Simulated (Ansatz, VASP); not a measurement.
SnO2: VASP beside Ansatz

Contents of INCAR:

```
  PREC = Accurate
  ENCUT = 520
  EDIFF = 1E-7
  ISMEAR = 0
  SIGMA = 0.01
  LREAL = False
  LASPH = True
  NELM = 80
  ALGO = Normal
  ISIF = 2
  LWAVE = False
  LCHARG = False
  GGA = PS
  IVDW = 13
  NBANDS = 35
```

The input KPOINTS:

```
regular mesh
0
Gamma
  2 2 2
```

The input POSCAR:

```
SnO2
1.0
    4.7380000000      0.0000000000      0.0000000000
    0.0000000000      4.7380000000      0.0000000000
    0.0000000000      0.0000000000      3.1865000000
Sn O
2 4
Direct
    0.0000000000      0.0000000000      0.0000000000
    0.5000000000      0.5000000000      0.5000000000
    0.3071000000      0.3071000000      0.0000000000
    0.1929000000      0.8071000000      0.5000000000
    0.6929000000      0.6929000000      0.0000000000
    0.8071000000      0.1929000000      0.5000000000
```

Input for Ansatz:

```yaml
crystal:
  lattice:
    a: 4.738
    b: 4.738
    c: 3.1865
    alpha: 90.0
    beta: 90.0
    gamma: 90.0
  space_group: 136
  setting:
    hermann_mauguin: P42/mnm
  atoms:
    - { symbol: Sn, position: [0.0, 0.0, 0.0] }
    - { symbol: O, position: [0.3071, 0.3071, 0.0] }
basis:
  ecutwfc: 550.0
kpoints:
  mp_grid:
    grid: [2, 2, 2]
hamiltonian:
  xc: pbesol
  dispersion: d4
scf:
  occupations:
    method: fixed
output:
  forces: true
  stress: true
```

Alike in both runs: task single point; functional PBEsol; dispersion D4; k mesh 2 × 2 × 2; no spin polarisation.

|  | VASP | Ansatz |
| --- | --- | --- |
| version | VASP 6.6.1 | Ansatz 0.2.0 |
| potentials or method | VASP PAW PBE potentials, release 64 (Sn_d, O), cutoff 520 eV | plane waves, PAW |
| occupations | gaussian, width 0.01 eV | fixed |
| valence electrons in the cell | 52 | 52 |

```csv
,VASP,Ansatz,Ansatz less VASP
pressure (GPa),3.4,2.7,-0.70
"traceless stress, the component that is largest in VASP (GPa)",5.48,5.20,-0.276
rms of the force components (eV/Å),0.157,0.148,-0.0089
```

VASP's potentials were made for PBE, not for PBEsol. Atom by atom the forces differ by 0.009 eV/Å (rms over components).

The k mesh is coarse, so the values compare programs but aren't converged.
